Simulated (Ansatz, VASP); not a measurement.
**ZnPb2 in VASP and in Ansatz**

The input INCAR:

```
SYSTEM = ZnPb2
PREC = Accurate ; ENCUT = 600
EDIFF = 1E-6 ; ISMEAR = 0
SIGMA = 0.1 ; LREAL = .FALSE.
LASPH = .TRUE. ; NELM = 100
ALGO = Normal ; ISIF = 3
LWAVE = .FALSE. ; LCHARG = .FALSE.
GGA = PE ; IBRION = 2
NSW = 90 ; EDIFFG = -0.04
```

The input KPOINTS:

```
regular mesh
0
G
  6 6 6
  0 0 0
```

Contents of POSCAR:

```
ZnPb2
1.0
    4.8650014302      0.0000000000      0.0000000000
   -2.4325007152      4.2132148281      0.0000000000
    0.0000000000      0.0000000000      3.4218678407
Zn Pb
1 2
Direct
    0.0000000000      0.0000000000      0.0000000000
    0.3333333333      0.6666666667      0.5000000000
    0.6666666667      0.3333333333      0.5000000000
```

Input for Ansatz:

```yaml
crystal:
  lattice:
    - [4.8650014302, 0.0, 0.0]
    - [-2.4325007152, 4.2132148281, 0.0]
    - [0.0, 0.0, 3.4218678407]
  atoms:
    - { symbol: Zn, position: [0.0, 0.0, 0.0] }
    - { symbol: Pb, position: [0.3333333333, 0.6666666667, 0.5] }
    - { symbol: Pb, position: [0.6666666667, 0.3333333333, 0.5] }
basis:
  ecutwfc: 420
kpoints:
  mp_grid: { grid: [6, 6, 6] }
hamiltonian:
  xc: pbe
scf:
  occupations: { method: gaussian, width: 0.1 }
  lower_state_search: "off"
output:
  forces: true
  stress: true
  eigenvalues: true
relax:
  adjacent_minimum: "off"
  f_tol: 0.04
  max_steps: 70
  cell: { stress_tol: 0.4 }
```

Alike in both runs: task relaxation of cell and atoms; functional PBE; k mesh 6 × 6 × 6; occupations gaussian, width 0.1 eV; no spin polarisation.

|  | VASP | Ansatz |
| --- | --- | --- |
| version | VASP 6.6.1 | Ansatz 0.2.0 |
| potentials or method | VASP PAW PBE potentials, release 64 (Zn, Pb_d), cutoff 600 eV | scalar-relativistic, plane waves, PAW |
| valence electrons in the cell | 40 | 40 |

Ansatz gave:

* gap on the k mesh at the Fermi level, each at its own relaxed structure (eV): none
* relaxed volume (Å³/atom): 28.32
* relaxed cell length with the largest relative difference (Å): 5.444

Q: Which values does VASP return?

A: gap on the k mesh at the Fermi level, each at its own relaxed structure (eV): none; relaxed volume (Å³/atom): 28.48; relaxed cell length with the largest relative difference (Å): 5.459.

A gap of «none» marks a metal or a gap that the smearing closes.

Neither program's run includes spin-orbit coupling. Noted on VASP's run: the volume moved by over 15 % at a fixed basis, so the end points are rough.
